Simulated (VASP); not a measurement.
Crystal: Sm3O.

```
Sm O
1.0
    -2.50435    2.50435    4.88016
     2.50435   -2.50435    4.88016
     2.50435    2.50435   -4.88016
Sm O
3 1
Direct
  0.75000 0.25000 0.50000
  0.25000 0.75000 0.50000
  0.50000 0.50000 0.00000
  0.00000 0.00000 0.00000
```

The cell was generated, and may not be a known phase.

| Quantity | Value |
| --- | --- |
| Program | VASP 6.6.1 |
| Task | relaxation of cell and atoms |
| Functional | PBE |
| Potentials or basis | VASP PAW PBE potentials, release 64 (Sm_3, O), 4f in core |
| Cutoff | 600 eV |
| k mesh | 6 × 6 × 6 |
| Occupations | gaussian, width 0.1 eV |
| Spin | no spin polarisation |

At the start: pressure -5.5 GPa; volume 30.61 Å³/atom.

Problem. How do energy, volume and symmetry change on relaxing?

Solution. Over 13 steps the energy falls by 283.8 meV/atom and the volume is 25.96 Å³/atom (-15.2 %); space group I4/mmm (No. 139, to 0.1 Å) before and after.

The path:
| step | energy change (eV) | largest force (eV/Å) | pressure (GPa) | volume (Å³) |
| --- | --- | --- | --- | --- |
| 1 | 0.0000 | 0.0000 | -5.46 | 122.43 |
| 2 | -0.5667 | 0.0000 | -2.22 | 104.77 |
| 3 | -0.6719 | 0.0000 | 0.71 | 96.56 |
| 4 | -0.6733 | 0.0000 | 1.18 | 95.54 |
| 5 | -0.7712 | 0.0000 | 1.27 | 95.74 |
| 6 | -0.8838 | 0.0000 | 1.86 | 95.57 |
| 7 | -0.9574 | 0.0000 | 5.45 | 92.72 |
| 8 | -1.0359 | 0.0000 | 4.03 | 95.63 |
| 9 | -1.0669 | 0.0000 | 1.73 | 101.77 |
| 10 | -1.0750 | 0.0000 | 2.42 | 99.81 |
| 11 | -1.1078 | 0.0000 | 1.59 | 101.08 |
| 12 | -1.1344 | 0.0000 | 0.35 | 103.38 |
| 13 | -1.1354 | 0.0000 | 0.13 | 103.85 |

Final structure:
```
Sm O
1.0
    -2.00648    2.00648    6.44896
     2.00648   -2.00648    6.44896
     2.00648    2.00648   -6.44896
Sm O
3 1
Direct
  0.75000 0.25000 0.50000
  0.25000 0.75000 0.50000
  0.50000 0.50000 0.00000
  0.00000 0.00000 0.00000
```

Caveat: the volume moved by over 15 % at a fixed basis, so the end points are rough; the highest band is partly filled, so the run has too few bands; the run has no spin polarisation, though such a crystal can be magnetic.
